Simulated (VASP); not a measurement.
# Al: relaxation of cell and atoms with PBE

Al:

```xyz
1
Lattice="2.7235 0.0000 0.0000 0.0000 2.7235 0.0000 0.0000 0.0000 2.7235" Properties=species:S:1:pos:R:3 pbc="T T T"
Al    0.0000    0.0000    0.0000
```

* Program: VASP 6.6.1
* Task: relaxation of cell and atoms
* Functional: PBE
* Potentials or basis: VASP PAW PBE potentials, release 64 (Al)
* Cutoff: 600 eV
* k mesh: 20 × 20 × 20
* Occupations: gaussian, width 0.1 eV
* Spin: no spin polarisation
* Dipole correction: no
* Further INCAR settings: ALGO = Fast; EDIFF = 1e-07; IBRION = 2; EDIFFG = -0.01; NSW = 100; ISIF = 3

```json
{"Relaxed volume": "20.15 Å³/atom", "Relaxed cell": "a = 2.721 Å, b = 2.721 Å, c = 2.721 Å, α = 90.00°, β = 90.00°, γ = 90.00°", "Space group after relaxing (to 0.05 Å)": "Pm-3m (No. 221)", "Energy gained by relaxing": "0.0 meV/atom", "Ionic steps": "2", "Pressure after relaxing": "0.0 GPa"}
```

Final structure:
```
CELL_PARAMETERS angstrom
2.72137 0.00000 0.00000
0.00000 2.72137 0.00000
0.00000 0.00000 2.72137
ATOMIC_POSITIONS crystal
Al 0.00000 0.00000 0.00000
```

Levels at points of the mesh, in eV from the Fermi level:
```
           k point  band 1  band 2  band 3  band 4
(0.00, 0.00, 0.00)   -9.54    8.00    8.00    9.14
(0.50, 0.00, 0.00)   -5.19   -4.07   10.56   12.65
(0.50, 0.50, 0.00)   -0.53   -0.53   -0.28    2.22
(0.50, 0.50, 0.50)    2.88    2.88    2.88    5.60
```

Run time: 12 s on 1 thread of Intel(R) Xeon(R) 6975P-C (Granite Rapids), on a shared host, peak memory 0.16 GiB.
